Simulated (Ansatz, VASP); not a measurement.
**Mg: VASP beside Ansatz**

File INCAR:

```
  PREC = Accurate
  ENCUT = 600
  EDIFF = 1E-7
  ISMEAR = 0
  SIGMA = 0.1
  LREAL = False
  LASPH = True
  NELM = 60
  ALGO = Fast
  ISIF = 3
  LWAVE = False
  LCHARG = False
  GGA = PS
  IBRION = 2
  NSW = 90
  EDIFFG = -0.04
```

Contents of KPOINTS:

```
regular mesh
0
Gamma
  6 6 6
```

File POSCAR:

```
Mg
1.0
    1.9389347649      1.1194445085      3.5955220567
   -1.9389347649      1.1194445085      3.5955220567
    0.0000000000     -2.2388890169      3.5955220567
Mg
2
Direct
    0.2275400000      0.2275400000      0.2275400000
    0.7724600000      0.7724600000      0.7724600000
```

Input for Ansatz:

```yaml
crystal:
  lattice:
    - [1.9389347649, 1.1194445085, 3.5955220567]
    - [-1.9389347649, 1.1194445085, 3.5955220567]
    - [0.0, -2.2388890169, 3.5955220567]
  atoms:
    - { symbol: Mg, position: [0.22754, 0.22754, 0.22754] }
    - { symbol: Mg, position: [0.77246, 0.77246, 0.77246] }
basis:
  ecutwfc: 420
kpoints:
  mp_grid: { grid: [6, 6, 6] }
hamiltonian:
  xc: pbesol
scf:
  occupations: { method: gaussian, width: 0.1 }
  lower_state_search: "off"
output:
  forces: true
  stress: true
  eigenvalues: true
relax:
  adjacent_minimum: "off"
  f_tol: 0.04
  max_steps: 70
  cell: { stress_tol: 0.4 }
```

Alike in both runs: task relaxation of cell and atoms; functional PBEsol; k mesh 6 × 6 × 6; occupations gaussian, width 0.1 eV; no spin polarisation.

|  | VASP | Ansatz |
| --- | --- | --- |
| version | VASP 6.6.1 | Ansatz 0.2.0 |
| potentials or method | VASP PAW PBE potentials, release 64 (Mg), cutoff 600 eV | scalar-relativistic, plane waves, PAW |
| valence electrons in the cell | 4 | 20 |

|  | VASP | Ansatz | Ansatz less VASP |
| --- | --- | --- | --- |
| gap on the k mesh at the Fermi level, each at its own relaxed structure (eV) | none | none | - |
| relaxed volume (Å³/atom) | 22.78 | 22.85 | +0.062 |
| relaxed cell length with the largest relative difference (Å) | 5.761 | 5.310 | -0.4502 |

VASP's potentials were made for PBE, not for PBEsol. A gap of «none» marks a metal or a gap that the smearing closes. One of these differences is far larger than is usual between the two programs; its cause wasn't traced. VASP's potentials hold 4 valence electrons a cell and Ansatz's 20, so a difference there can come from the potentials and not from the codes.
